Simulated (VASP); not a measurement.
# Si16SbH7 in VASP: notebook

The runs below take Si16SbH7 through single point, with PBE+D3(BJ).

All numbers are computed with VASP 6.6.1; they aren't measurements. Logs are shortened: lines on timing, memory, paths and dates and some standing lists are left out, and cuts for length are marked.

### 1 The cell of the first run

The cell holds a slab with vacuum, 24 atoms: a = 7.679 Å, b = 7.679 Å, c = 18.869 Å, α = 90.00°, β = 90.00°, γ = 60.00°.

### 2 Single point, PBE+D3(BJ)

INCAR reads:

```
PREC = Accurate
ENCUT = 520
EDIFF = 1E-6
ISMEAR = 0
SIGMA = 0.05
LREAL = Auto
LASPH = T
NELM = 100
ALGO = Normal
ISIF = 2
LWAVE = F
LCHARG = T
GGA = PE
IVDW = 12
LELF = T
LVHAR = T
NBANDS = 56
```

KPOINTS reads:

```
regular mesh
0
Gamma
  2 2 1
```

POSCAR reads:

```
Si16SbH7
1.0
    7.6791800000      0.0000000000      0.0000000000
    3.8395900000      6.6503650000      0.0000000000
    0.0000000000      0.0000000000     18.8687650000
H Si Sb
7 16 1
Direct
    0.1666666792      0.1666666416      0.0529976392
    0.6666666792      0.1666666416      0.0529976392
    0.1666666416      0.6666667168      0.0529976392
    0.6666666416      0.6666667168      0.0529976392
    0.5086693390      0.0077197267      0.4158995038
    0.0024587525      0.5062305603      0.4178830464
    0.4781570600      0.4907138180      0.4155508853
    0.1666666792      0.1666666416      0.1324940981
    0.6666666792      0.1666666416      0.1324940981
    0.1666666416      0.6666667168      0.1324940981
    0.6666666416      0.6666667168      0.1324940981
   -0.1669250869      0.3336290565      0.1739503884
    0.3329399170      0.3333737321      0.1718477600
   -0.1672690422      0.8329001491      0.1714269588
    0.3331884952      0.8330177366      0.1730953775
   -0.1665401538      0.3358462280      0.2990168673
    0.3286906953      0.3365687447      0.2954725442
   -0.1705718209      0.8340298615      0.2947020115
    0.3294767275      0.8383876674      0.2991049494
   -0.0113444871      0.0024141532      0.3371793013
    0.4989686620      0.0050307013      0.3365994542
   -0.0010248064      0.5047110948      0.3383825068
    0.4964912359      0.4997388865      0.3363031974
    0.1867714503      0.8476109206      0.4462431961
```

Potentials or basis: VASP PAW PBE potentials, release 64 (H, Si, Sb).

The run is started by

```console
$ cat potpaw_PBE.64/H/POTCAR potpaw_PBE.64/Si/POTCAR potpaw_PBE.64/Sb/POTCAR > POTCAR
$ mpirun -np 1 vasp_std > vasp.out
```

OUTCAR:

```text
PREC = Accurate
   ENCUT = 520
   EDIFF = 1E-6
   ISMEAR = 0
   LREAL = Auto
   LASPH = T
   NELM = 100
   ISIF = 2
   GGA = PE
   IVDW = 12
 IVDW          = 12

 ion  position               nearest neighbor table
   1  0.167  0.167  0.053-   8 1.50
   2  0.667  0.167  0.053-   9 1.50
   3  0.167  0.667  0.053-  10 1.50
   4  0.667  0.667  0.053-  11 1.50
   5  0.509  0.008  0.416-  21 1.50
   6  0.002  0.506  0.418-  22 1.50
   7  0.478  0.491  0.416-  23 1.51
   8  0.167  0.167  0.132-   1 1.50  13 2.34  15 2.35  12 2.35
   9  0.667  0.167  0.132-   2 1.50  14 2.34  13 2.34  12 2.35
  10  0.167  0.667  0.132-   3 1.50  13 2.34  14 2.34  15 2.34
  11  0.667  0.667  0.132-   4 1.50  14 2.33  15 2.35  12 2.35
  12  0.833  0.334  0.174-  11 2.35   9 2.35   8 2.35  16 2.36
  13  0.333  0.333  0.172-  17 2.33   8 2.34  10 2.34   9 2.34
  14  0.833  0.833  0.171-  18 2.33  11 2.33   9 2.34  10 2.34
  15  0.333  0.833  0.173-  10 2.34  11 2.35   8 2.35  19 2.38
  16  0.833  0.336  0.299-  20 2.33  22 2.34  23 2.35  12 2.36
  17  0.329  0.337  0.295-  23 2.33  13 2.33  22 2.34  21 2.34
  18  0.829  0.834  0.295-  20 2.32  14 2.33  21 2.34  22 2.34
  19  0.329  0.838  0.299-  21 2.34  23 2.36  15 2.38  20 2.38  24 2.97
  20  0.989  0.002  0.337-  18 2.32  16 2.33  19 2.38  24 2.48
  21  0.499  0.005  0.337-   5 1.50  18 2.34  17 2.34  19 2.34
  22  0.999  0.505  0.338-   6 1.50  17 2.34  18 2.34  16 2.34
  23  0.496  0.500  0.336-   7 1.51  17 2.33  16 2.35  19 2.36  24 3.28
  24  0.187  0.848  0.446-  20 2.48  19 2.97  23 3.28

  LATTYP: Found a hexagonal cell.
 ALAT       =     7.6791800344
 C/A-ratio  =     2.4571327818

  Lattice vectors:

 A1 = (  -3.8395900000,  -6.6503650000,   0.0000000000)
 A2 = (   7.6791800000,   0.0000000000,   0.0000000000)
 A3 = (   0.0000000000,   0.0000000000,  18.8687650000)

Analysis of symmetry for initial positions (statically):
=====================================================================
 Subroutine PRICEL returns:
 Original cell was already a primitive cell.

 Routine SETGRP: Setting up the symmetry group for a
 hexagonal supercell.

 Subroutine GETGRP returns: Found  1 space group operations
 (whereof  1 operations were pure point group operations)
 out of a pool of 24 trial point group operations.

The static configuration has the point symmetry C_1 .

Analysis of symmetry for dynamics (positions and initial velocities):
=====================================================================
 Subroutine PRICEL returns:
 Original cell was already a primitive cell.

 Routine SETGRP: Setting up the symmetry group for a
 hexagonal supercell.

 Subroutine GETGRP returns: Found  1 space group operations
 (whereof  1 operations were pure point group operations)
 out of a pool of 24 trial point group operations.

The dynamic configuration has the point symmetry C_1 .

 Subroutine INISYM returns: Found  1 space group operations
 (whereof  1 operations are pure point group operations),
 and found     1 'primitive' translations

----------------------------------------------------------------------------------------

                                     Primitive cell

  volume of cell :     963.6156

  direct lattice vectors                    reciprocal lattice vectors
     7.679180000  0.000000000  0.000000000     0.130222237 -0.075183843  0.000000000
     3.839590000  6.650365000  0.000000000     0.000000000  0.150367687  0.000000000
     0.000000000  0.000000000 18.868765000     0.000000000  0.000000000  0.052997639

  length of vectors
     7.679180000  7.679180034 18.868765000     0.150367687  0.150367687  0.052997639

  position of ions in fractional coordinates (direct lattice)
     0.166666679  0.166666642  0.052997639
     0.666666679  0.166666642  0.052997639
     0.166666642  0.666666717  0.052997639
     0.666666642  0.666666717  0.052997639
     0.508669339  0.007719727  0.415899504
     0.002458752  0.506230560  0.417883046
[... 16 lines left out ...]
     0.496491236  0.499738886  0.336303197
     0.186771450  0.847610921  0.446243196

  ion indices of the primitive-cell ions
   primitive index   ion index
                 1           1
                 2           2
                 3           3
                 4           4
                 5           5
                 6           6
[... 16 lines left out ...]
                23          23
                24          24

----------------------------------------------------------------------------------------

 KPOINTS: regular mesh

Automatic generation of k-mesh.
 Grid dimensions read from file:
 generate k-points for:    2    2    1

 Generating k-lattice:

  Cartesian coordinates                     Fractional coordinates (reciprocal lattice)
     0.065111119 -0.037591922  0.000000000     0.500000000  0.000000000  0.000000000
     0.000000000  0.075183843  0.000000000     0.000000000  0.500000000  0.000000000
     0.000000000  0.000000000  0.052997639     0.000000000  0.000000000  1.000000000

  Length of vectors
     0.075183844  0.075183843  0.052997639

  Shift w.r.t. Gamma in fractional coordinates (k-lattice)
     0.000000000  0.000000000  0.000000000

 Subroutine IBZKPT returns following result:
 ===========================================

 Found      4 irreducible k-points:

 Following reciprocal coordinates:
            Coordinates               Weight
  0.000000  0.000000  0.000000      1.000000
  0.500000 -0.000000  0.000000      1.000000
  0.500000  0.500000  0.000000      1.000000
  0.000000  0.500000  0.000000      1.000000
   k-points           NKPTS =      4   k-points in BZ     NKDIM =      4   number of bands    NBANDS=     56
   number of dos      NEDOS =    301   number of ions     NIONS =     24
   total plane-waves  NPLWV = 504000
   dimension x,y,z NGX =    60 NGY =   60 NGZ =  140
   dimension x,y,z NGXF=   120 NGYF=  120 NGZF=  280
   ions per type =               7  16   1
   NGX,Y,Z   is equivalent  to a cutoff of  12.99, 12.99, 12.33 a.u.
   NGXF,Y,Z  is equivalent  to a cutoff of  25.98, 25.98, 24.67 a.u.
 SYSTEM =  unknown system
   PREC   = accura    normal or accurate (medium, high low for compatibility)
   ISTART =      0    job   : 0-new  1-cont  2-samecut
   ICHARG =      2    charge: 1-file 2-atom 10-const
   ISPIN  =      1    spin polarized calculation?
   LNONCOLLINEAR =      F non collinear calculations
   LSORBIT =      F    spin-orbit coupling
   LASPH  =      T    aspherical Exc in radial PAW
   ENCUT  =  520.0 eV  38.22 Ry    6.18 a.u.  14.28 14.28 35.08*2*pi/ulx,y,z
   NELM   =    100;   NELMIN=  2; NELMDL= -5     # of ELM steps
   EDIFF  = 0.1E-05   stopping-criterion for ELM
   LREAL  =      T    real-space projection
   EDIFFG = 0.1E-04   stopping-criterion for IOM
   NSW    =      0    number of steps for IOM
   IBRION =     -1    ionic relax: 0-MD 1-quasi-New 2-CG
   NFREE  =      0    steps in history (QN), initial steepest desc. (CG)
   ISIF   =      2    stress and relaxation
   ISYM   =      2    0-nonsym 1-usesym 2-fastsym
   POTIM  = 0.5000    time-step for ionic-motion
   TEBEG  =    0.0;   TEEND  =   0.0 temperature during run
   PSTRESS=    0.0 pullay stress
   NELECT =      76.0000    total number of electrons
   NUPDOWN=      -1.0000    fix difference up-down
   EMIN   =  10.00;   EMAX   =-10.00  energy-range for DOS
   EFERMI =   0.00;   METHOD = LEGACY
   ISMEAR =     0;   SIGMA  =   0.05  broadening in eV -4-tet -1-fermi 0-gaus
   EFERMI_NEDOS =   21; number of points for ismear=-14 and -15
   IALGO  =     38    algorithm
   IMIX   =      4    mixing-type and parameters
     AMIX     =   0.40;   BMIX     =  1.00
     AMIX_MAG =   1.60;   BMIX_MAG =  1.00
  volume/ion in A,a.u.               =      40.15       270.95
  Fermi-wavevector in a.u.,A,eV,Ry     =   0.702066  1.326713  6.706271  0.492897
  Thomas-Fermi vector in A             =   1.786664
   LORBIT       =      0    0 simple, 1 ext, 2 COOP (PROOUT), +10 PAW based schemes
   GGA     = PE    functional components
   LHFCALC =     F    Hartree Fock is set to
   AEXX    =    0.0000 exact exchange contribution
   IVDW    =    12    specifies the selected vdW correction
   LEPSILON=     F    determine dielectric tensor
   LRPA    =     F    only Hartree local field effects (RPA)
 non-spin polarized calculation
 Gauss-broadening in eV      SIGMA  =   0.05
  energy-cutoff  :      520.00
  volume of cell :      963.62
 maximum number of plane-waves:     25966
 NGX is ok and might be reduce to    60
   NGX = 29   NGY = 29   NGZ = 71

 number of electron      76.0000003 magnetization

 Free energy of the ion-electron system (eV)
  ---------------------------------------------------
  ext. energy  EPLUGINS =         0.00000000
  ---------------------------------------------------
  free energy    TOTEN  =      -110.82962493 eV

  energy without entropy =     -110.81255729  energy(sigma->0) =     -110.82109111

 E-fermi :  -0.5328     XC(G=0):  -4.4577

 val. band max:       -0.5350204113   @ k =   0.0000   0.0000   0.0000
 cond. band min:      -0.3206065548   @ k =   0.5000   0.5000   0.0000
 fundamental gap:      0.2144138565
 Fermi energy:        -0.5328330143

 k-point     1 :       0.0000    0.0000    0.0000
  band No.  band energies     occupation
      1     -12.3087      2.00000
      2     -11.3346      2.00000
      3     -10.3078      2.00000
      4     -10.0578      2.00000
      5      -9.9994      2.00000
      6      -9.6488      2.00000
[... 42 lines left out ...]
     49       1.7781      0.00000
     50       1.9299      0.00000

 k-point     2 :       0.5000   -0.0000    0.0000
  band No.  band energies     occupation
      1     -11.7196      2.00000
      2     -11.5009      2.00000
      3     -10.8612      2.00000
      4     -10.4278      2.00000
      5     -10.2867      2.00000
      6     -10.2214      2.00000
[... 42 lines left out ...]
     49       2.8533      0.00000
     50       3.0163      0.00000

 k-point     3 :       0.5000    0.5000    0.0000
  band No.  band energies     occupation
      1     -11.7253      2.00000
      2     -11.5226      2.00000
      3     -10.8252      2.00000
      4     -10.4359      2.00000
      5     -10.2743      2.00000
      6     -10.2229      2.00000
[... 42 lines left out ...]
     49       2.9380      0.00000
     50       2.9694      0.00000

 k-point     4 :       0.0000    0.5000    0.0000
  band No.  band energies     occupation
      1     -11.7184      2.00000
      2     -11.5139      2.00000
      3     -10.8493      2.00000
      4     -10.4419      2.00000
      5     -10.2705      2.00000
      6     -10.2147      2.00000
[... 42 lines left out ...]
     49       2.9437      0.00000
     50       2.9999      0.00000
 [bands above 50 left out]

------------------------ aborting loop because EDIFF is reached ----------------------------------------

 Edisp (eV)   -4.22087

 E8    (eV) :    -1.7754

  FORCE on cell =-STRESS in cart. coord.  units (eV):
  Direction    XX          YY          ZZ          XY          YZ          ZX
  --------------------------------------------------------------------------------------
  -------------------------------------------------------------------------------------
  Total       4.02514     3.29258    -0.27807    -0.51756     0.18052     1.09383
  in kB       6.69249     5.47448    -0.46234    -0.86053     0.30015     1.81868
  external pressure =        3.90 kB  Pullay stress =        0.00 kB

 VOLUME and BASIS-vectors are now :
 -----------------------------------------------------------------------------
  energy-cutoff  :      520.00
  volume of cell :      963.62
      direct lattice vectors                 reciprocal lattice vectors
     7.679180000  0.000000000  0.000000000     0.130222237 -0.075183843  0.000000000
     3.839590000  6.650365000  0.000000000     0.000000000  0.150367687  0.000000000
     0.000000000  0.000000000 18.868765000     0.000000000  0.000000000  0.052997639

 POSITION                                       TOTAL-FORCE (eV/Angst)
 -----------------------------------------------------------------------------------
      1.91979      1.10839      1.00000        -0.041749     -0.042727     -0.039423
      5.75938      1.10839      1.00000         0.020183      0.029872     -0.046371
      3.83959      4.43358      1.00000         0.047322      0.029519     -0.048498
      7.67918      4.43358      1.00000        -0.077342     -0.012158     -0.068949
      3.93580      0.05134      7.84751         0.027840     -0.001625      0.000528
      1.96260      3.36662      7.88494        -0.021069      0.001193     -0.013181
[... 16 lines left out ...]
      5.73144      3.32345      6.34563         0.015853     -0.036848      0.003022
      4.68873      5.63692      8.42006        -0.007251      0.121028     -0.048024
 -----------------------------------------------------------------------------------
    total drift:                                0.011462     -0.014441     -0.001306

  FREE ENERGIE OF THE ION-ELECTRON SYSTEM (eV)
  ---------------------------------------------------
  free  energy   TOTEN  =      -115.0504934290 eV

  energy  without entropy=     -115.0334257923  energy(sigma->0) =     -115.04195961
```

Wall time 5.2 min (1 thread of Intel Xeon 6975P-C (Granite Rapids), shared host); peak memory 0.99 GiB.

What came out:

```
Free energy                : -115.0505 eV
Largest force              : 0.304 eV/Å
Band gap on the k mesh     : zero (filled and empty bands touch)
Dispersion energy per atom : -0.176 eV
```

Forces on the atoms (eV/Å):
```
H   -0.042 -0.043 -0.039
H    0.020  0.030 -0.046
H    0.047  0.030 -0.048
H   -0.077 -0.012 -0.069
H    0.028 -0.002  0.001
H   -0.021  0.001 -0.013
H    0.260 -0.154  0.037
Si  -0.099  0.052  0.146
Si   0.052  0.028  0.088
Si  -0.069 -0.015  0.008
Si   0.009 -0.117  0.054
Si   0.002  0.007 -0.032
Si  -0.001  0.000  0.007
Si  -0.002  0.006 -0.004
Si  -0.004 -0.001  0.034
Si   0.005  0.035 -0.051
Si  -0.005 -0.006 -0.009
Si  -0.015  0.006 -0.014
Si  -0.021 -0.015  0.070
Si  -0.067  0.083 -0.084
Si  -0.005 -0.003  0.014
Si  -0.005  0.005 -0.004
Si   0.016 -0.037  0.003
Sb  -0.007  0.121 -0.048
```

Caveat: the k points lie up to 0.47 Å⁻¹ apart; there is no dipole correction, which matters where the two faces differ; spin-orbit coupling is left out, which moves the levels of the heavy elements.

(Continued in part 2 of 2.)

The gap in the log of VASP goes by the Fermi energy; the results here count the filled bands.